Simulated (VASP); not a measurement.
# ZnS (P1) in VASP: electric field gradients with PBEsol

Aim: the electric field gradients of ZnS with PBEsol.

All numbers are computed with VASP 6.6.1; they aren't measurements. Logs are shortened: lines on timing, memory, paths and dates and some standing lists are left out, and cuts for length are marked.

## 1. The cell of the first run

The typed cell holds 4 atoms: a = 3.812 Å, b = 3.762 Å, c = 6.235 Å, α = 89.36°, β = 88.27°, γ = 118.70°.

## 2. Electric field gradients, PBEsol (equal xy, yz and zx shear strains of +3 %)

Input file INCAR:

```
SYSTEM = ZnS
PREC     = Accurate       ! precision mode
ENCUT    = 520            ! plane-wave cutoff, eV
EDIFF    = 1E-8           ! SCF threshold, eV
ISMEAR   = -1             ! smearing method
SIGMA    = 0.03           ! smearing width, eV
LREAL    = .False.        ! projectors in reciprocal space
LASPH    = .True.         ! aspherical terms in the spheres
NELM     = 80             ! most SCF steps
ALGO     = Normal         ! electronic algorithm
ISIF     = 2              ! what is computed and relaxed
LWAVE    = .False.        ! write WAVECAR
LCHARG   = .False.        ! write CHGCAR
GGA      = PS             ! functional
LEFG     = .True.       
NBANDS   = 26             ! bands
```

Input file KPOINTS:

```
regular mesh
0
Gamma
  8 8 5
  0 0 0
```

Input file POSCAR:

```
ZnS
1.0
    3.8109987816      0.0571649817      0.0571649817
   -1.8559930644      3.2718392677      0.0209238355
    0.0935100000      0.0935100000      6.2340000000
Zn S
2 2
Direct
    0.3333333333      0.6666666667      0.0000000000
    0.6666666667      0.3333333333      0.5000000000
    0.3333333333      0.6666666667      0.3850000000
    0.6666666667      0.3333333333      0.8850000000
```

Potentials or basis: VASP PAW PBE potentials, release 64 (Zn, S).

On the command line:

```sh
$ cat potpaw_PBE.64/Zn/POTCAR potpaw_PBE.64/S/POTCAR > POTCAR
$ mpirun -np 1 vasp_std > vasp.out
```

OUTCAR:

```text
SYSTEM = ZnS
   PREC = Accurate
   ENCUT = 520
   EDIFF = 1E-8
   ISMEAR = -1
   LREAL = .False.
   LASPH = .True.
   NELM = 80
   ISIF = 2
   GGA = PS

 ion  position               nearest neighbor table
   1  0.333  0.667  0.000-   4 2.28   4 2.29   4 2.37   3 2.40
   2  0.667  0.333  0.500-   3 2.29   3 2.31   3 2.34   4 2.40
   3  0.333  0.667  0.385-   2 2.29   2 2.31   2 2.34   1 2.40
   4  0.667  0.333  0.885-   1 2.28   1 2.29   1 2.37   2 2.40

  LATTYP: Found a triclinic cell.
 ALAT       =     3.8614005892
 B/A-ratio  =     2.3160893807
 C/A-ratio  =     0.9871693112
 COS(alpha) =     0.0012395079
 COS(beta)  =     0.5194127996
 COS(gamma) =     0.6137347293

  Lattice vectors:

 A1 = (  -1.9550057172,  -3.3290042494,  -0.0780888172)
 A2 = (  -0.0055026528,  -6.5073335171,   6.1349873473)
 A3 = (  -3.8109987816,  -0.0571649817,  -0.0571649817)

Analysis of symmetry for initial positions (statically):
=====================================================================
 Subroutine PRICEL returns:
 Original cell was already a primitive cell.

 Routine SETGRP: Setting up the symmetry group for a
 triclinic supercell.

 Subroutine GETGRP returns: Found  1 space group operations
 (whereof  1 operations were pure point group operations)
 out of a pool of  2 trial point group operations.

The static configuration has the point symmetry C_1 .

Analysis of symmetry for dynamics (positions and initial velocities):
=====================================================================
 Subroutine PRICEL returns:
 Original cell was already a primitive cell.

 Routine SETGRP: Setting up the symmetry group for a
 triclinic supercell.

 Subroutine GETGRP returns: Found  1 space group operations
 (whereof  1 operations were pure point group operations)
 out of a pool of  2 trial point group operations.

The dynamic configuration has the point symmetry C_1 .

 Subroutine INISYM returns: Found  1 space group operations
 (whereof  1 operations are pure point group operations),
 and found     1 'primitive' translations

----------------------------------------------------------------------------------------

                                     Primitive cell

  volume of cell :      78.3583

  direct lattice vectors                    reciprocal lattice vectors
     3.810998782  0.057164982  0.057164982     0.260274943  0.147683456 -0.006119376
    -1.855993064  3.271839268  0.020923836    -0.004479694  0.303125970 -0.004479694
     0.093510000  0.093510000  6.234000000    -0.002371652 -0.002371652  0.160481801

  length of vectors
     3.811856160  3.761659242  6.235402492     0.299317384  0.303192165  0.160516846

  position of ions in fractional coordinates (direct lattice)
     0.333333333  0.666666667  0.000000000
     0.666666667  0.333333333  0.500000000
     0.333333333  0.666666667  0.385000000
     0.666666667  0.333333333  0.885000000

  ion indices of the primitive-cell ions
   primitive index   ion index
                 1           1
                 2           2
                 3           3
                 4           4

----------------------------------------------------------------------------------------

 KPOINTS: regular mesh

Automatic generation of k-mesh.
 Grid dimensions read from file:
 generate k-points for:    8    8    5

 Generating k-lattice:

  Cartesian coordinates                     Fractional coordinates (reciprocal lattice)
     0.032534368  0.018460432 -0.000764922     0.125000000 -0.000000000 -0.000000000
    -0.000559962  0.037890746 -0.000559962    -0.000000000  0.125000000  0.000000000
    -0.000474330 -0.000474330  0.032096360     0.000000000  0.000000000  0.200000000

  Length of vectors
     0.037414673  0.037899021  0.032103369

  Shift w.r.t. Gamma in fractional coordinates (k-lattice)
     0.000000000  0.000000000  0.000000000

 Subroutine IBZKPT returns following result:
 ===========================================

 Found    162 irreducible k-points:

 Following reciprocal coordinates:
            Coordinates               Weight
  0.000000  0.000000  0.000000      1.000000
  0.125000 -0.000000 -0.000000      2.000000
  0.250000 -0.000000 -0.000000      2.000000
  0.375000  0.000000 -0.000000      2.000000
  0.500000 -0.000000 -0.000000      1.000000
 -0.000000  0.125000 -0.000000      2.000000
[... 16 lines left out ...]
  0.125000  0.375000 -0.000000      2.000000
  0.250000  0.375000 -0.000000      2.000000
 [... further k-points ...]
   k-points           NKPTS =    162   k-points in BZ     NKDIM =    162   number of bands    NBANDS=     26
   number of dos      NEDOS =    301   number of ions     NIONS =      4
   total plane-waves  NPLWV =  37632
   dimension x,y,z NGX =    28 NGY =   28 NGZ =   48
   dimension x,y,z NGXF=    56 NGYF=   56 NGZF=   96
   ions per type =               2   2
   NGX,Y,Z   is equivalent  to a cutoff of  12.21, 12.37, 12.80 a.u.
   NGXF,Y,Z  is equivalent  to a cutoff of  24.42, 24.75, 25.60 a.u.
 SYSTEM =  ZnS
   PREC   = accura    normal or accurate (medium, high low for compatibility)
   ISTART =      0    job   : 0-new  1-cont  2-samecut
   ICHARG =      2    charge: 1-file 2-atom 10-const
   ISPIN  =      1    spin polarized calculation?
   LNONCOLLINEAR =      F non collinear calculations
   LSORBIT =      F    spin-orbit coupling
   LASPH  =      T    aspherical Exc in radial PAW
   ENCUT  =  520.0 eV  38.22 Ry    6.18 a.u.   7.09  6.99 11.59*2*pi/ulx,y,z
   NELM   =     80;   NELMIN=  2; NELMDL= -5     # of ELM steps
   EDIFF  = 0.1E-07   stopping-criterion for ELM
   LREAL  =      F    real-space projection
   EDIFFG = 0.1E-06   stopping-criterion for IOM
   NSW    =      0    number of steps for IOM
   IBRION =     -1    ionic relax: 0-MD 1-quasi-New 2-CG
   NFREE  =      0    steps in history (QN), initial steepest desc. (CG)
   ISIF   =      2    stress and relaxation
   ISYM   =      2    0-nonsym 1-usesym 2-fastsym
   POTIM  = 0.5000    time-step for ionic-motion
   TEBEG  =    0.0;   TEEND  =   0.0 temperature during run
   PSTRESS=    0.0 pullay stress
   NELECT =      36.0000    total number of electrons
   NUPDOWN=      -1.0000    fix difference up-down
   EMIN   =  10.00;   EMAX   =-10.00  energy-range for DOS
   EFERMI =   0.00;   METHOD = LEGACY
   ISMEAR =    -1;   SIGMA  =   0.03  broadening in eV -4-tet -1-fermi 0-gaus
   EFERMI_NEDOS =   21; number of points for ismear=-14 and -15
   IALGO  =     38    algorithm
   IMIX   =      4    mixing-type and parameters
     AMIX     =   0.40;   BMIX     =  1.00
     AMIX_MAG =   1.60;   BMIX_MAG =  1.00
  volume/ion in A,a.u.               =      19.59       132.20
  Fermi-wavevector in a.u.,A,eV,Ry     =   1.263225  2.387149 21.711329  1.595738
  Thomas-Fermi vector in A             =   2.396593
   LORBIT       =      0    0 simple, 1 ext, 2 COOP (PROOUT), +10 PAW based schemes
   GGA     = PS    functional components
   LHFCALC =     F    Hartree Fock is set to
   AEXX    =    0.0000 exact exchange contribution
   IVDW    =     0    specifies the selected vdW correction
   LEPSILON=     F    determine dielectric tensor
   LRPA    =     F    only Hartree local field effects (RPA)
 non-spin polarized calculation
  energy-cutoff  :      520.00
  volume of cell :       78.36
 maximum number of plane-waves:      2126
   NGX = 15   NGY = 13   NGZ = 23

 number of electron      35.9999975 magnetization

 Free energy of the ion-electron system (eV)
  ---------------------------------------------------
  ext. energy  EPLUGINS =         0.00000000
  ---------------------------------------------------
  free energy    TOTEN  =       -15.11355910 eV

  energy without entropy =      -15.11355910  energy(sigma->0) =      -15.11355910

 E-fermi :   2.6985     XC(G=0):  -9.8736

 val. band max:        2.1307559307   @ k =   0.0000   0.0000   0.0000
 cond. band min:       4.1767740814   @ k =   0.0000   0.0000   0.0000
 fundamental gap:      2.0460181507
 Fermi energy:         2.6984603591

 k-point     1 :       0.0000    0.0000    0.0000
  band No.  band energies     occupation
      1     -11.1378      2.00000
      2     -10.1932      2.00000
      3      -4.3409      2.00000
      4      -4.3307      2.00000
      5      -4.2767      2.00000
      6      -4.2638      2.00000
[... 18 lines left out ...]
     25       9.8038      0.00000
     26      11.2426      0.00000

 k-point     2 :       0.1250   -0.0000   -0.0000
  band No.  band energies     occupation
      1     -11.0336      2.00000
      2     -10.1343      2.00000
      3      -4.3407      2.00000
      4      -4.3168      2.00000
      5      -4.2705      2.00000
      6      -4.2347      2.00000
[... 18 lines left out ...]
     25      10.2379      0.00000
     26      10.5496      0.00000

 k-point     3 :       0.2500   -0.0000   -0.0000
  band No.  band energies     occupation
      1     -10.7540      2.00000
      2      -9.9966      2.00000
      3      -4.3453      2.00000
      4      -4.2646      2.00000
      5      -4.2508      2.00000
      6      -4.1569      2.00000
[... 572 lines left out ...]
 k-point    23 :       0.1250    0.3750   -0.0000
  band No.  band energies     occupation
      1     -10.1988      2.00000
      2      -9.8490      2.00000
      3      -4.2828      2.00000
      4      -4.1951      2.00000
      5      -4.0687      2.00000
      6      -4.0376      2.00000
[... 18 lines left out ...]
     25      11.1266      0.00000
     26      12.3724      0.00000

 k-point    24 :       0.2500    0.3750   -0.0000
  band No.  band energies     occupation
      1     -10.0196      2.00000
      2      -9.8747      2.00000
      3      -4.2657      2.00000
      4      -4.1293      2.00000
      5      -4.0434      2.00000
      6      -3.9863      2.00000
[... 18 lines left out ...]
     25      11.5924      0.00000
     26      11.8334      0.00000

 [... further k-points ...]

------------------------ aborting loop because EDIFF is reached ----------------------------------------

  FORCE on cell =-STRESS in cart. coord.  units (eV):
  Direction    XX          YY          ZZ          XY          YZ          ZX
  --------------------------------------------------------------------------------------
  -------------------------------------------------------------------------------------
  Total       -0.1503194     -0.1643810     -1.1015335     -0.8471056     -0.5275285     -0.5295052
  in kB       -3.0735549     -3.3610683    -22.5228605    -17.3206190    -10.7862822    -10.8266986
  external PRESSURE =      -9.6524946 kB  Pullay stress =       0.0000000 kB

 VOLUME and BASIS-vectors are now :
 -----------------------------------------------------------------------------
  energy-cutoff  :      520.00
  volume of cell :       78.36
      direct lattice vectors                 reciprocal lattice vectors
     3.810998782  0.057164982  0.057164982     0.260274943  0.147683456 -0.006119376
    -1.855993064  3.271839268  0.020923836    -0.004479694  0.303125970 -0.004479694
     0.093510000  0.093510000  6.234000000    -0.002371652 -0.002371652  0.160481801

 POSITION                                       TOTAL-FORCE (eV/Angst)
 -----------------------------------------------------------------------------------
      0.03300      2.20028      0.03300        -0.248661     -0.088483      0.324505
      1.96876      1.17548      3.16208         0.052560     -0.104750      0.310292
      0.06901      2.23628      2.43309        -0.091519      0.105432     -0.305431
      2.00476      1.21148      5.56217         0.287620      0.087802     -0.329366
 -----------------------------------------------------------------------------------
    total drift:                                0.000013     -0.000121      0.000155

  FREE ENERGIE OF THE ION-ELECTRON SYSTEM (eV)
  ---------------------------------------------------
  free  energy   TOTEN  =       -15.1135590995 eV

  energy  without entropy=      -15.1135590995  energy(sigma->0) =      -15.11355910

 Electric field gradients (V/A^2)
---------------------------------------------------------------------
 ion       V_xx      V_yy      V_zz      V_xy      V_xz      V_yz
---------------------------------------------------------------------
   1      -3.805   -15.670    19.475    11.171     5.765    -0.239
   2     -15.579    -3.531    19.109    -0.781    -6.029    -0.040
   3       3.496     2.176    -5.673     5.610     6.384     4.926
   4       2.392     3.091    -5.483     4.603     3.430     4.874
---------------------------------------------------------------------

 Electric field gradients after diagonalization (V/A^2)
 (convention: |V_zz| > |V_xx| > |V_yy|)
----------------------------------------------------------------------
 ion       V_xx      V_yy      V_zz     asymmetry (V_yy - V_xx)/ V_zz
----------------------------------------------------------------------
   1      20.991     1.639   -22.631       0.855
   2     -16.643    -3.485    20.128       0.654
   3      -9.349    -2.776    12.124       0.542
   4      -7.878    -1.790     9.668       0.630
----------------------------------------------------------------------

           NMR quadrupolar parameters

 Cq : quadrupolar parameter    Cq=e*Q*V_zz/h
 eta: asymmetry parameters     (V_yy - V_xx)/ V_zz
 Q  : nuclear electric quadrupole moment in mb (millibarn)
----------------------------------------------------------------------
 ion       Cq(MHz)       eta       Q (mb)
----------------------------------------------------------------------
   1      -0.055       0.855       1.000
   2       0.049       0.654       1.000
   3       0.029       0.542       1.000
   4       0.023       0.630       1.000
----------------------------------------------------------------------
```

Run time: 3.8 min. Hardware: 1 thread of Intel Xeon Platinum 8259CL at 2.50GHz (Skylake/Cascade Lake), shared host; peak memory 0.38 GiB.

What came out:

* Free energy: -15.1136 eV
* Pressure: -1.0 GPa
* Largest force: 0.446 eV/Å
* Band gap on the k mesh: 2.05 eV
* Largest electric field gradient by atom: Zn -22.6, +20.1; S +12.1, +9.7 V/Å²

Forces in eV/Å, atoms in the order of the input:
```
Zn  -0.249 -0.088  0.325
Zn   0.053 -0.105  0.310
S   -0.092  0.105 -0.305
S    0.288  0.088 -0.329
```

Stress tensor (GPa, compression positive):
```
-0.31 -1.73 -1.08
-1.73 -0.34 -1.08
-1.08 -1.08 -2.25
```

Electric field gradients, principal values (V/Å²):
```csv
atom,least,middle,greatest (by size)
1 Zn,1.639,20.991,-22.631
2 Zn,-3.485,-16.643,20.128
3 S,-2.776,-9.349,12.124
4 S,-1.790,-7.878,9.668
```

Caveat: the cell differs from its parent crystal (equal xy, yz and zx shear strains of +3 %); without QUAD_EFG the Cq values of the log hold for a quadrupole moment of 1 mb, not for the nuclei; the PAW data sets were made with another functional, which shifts forces and pressure a little.
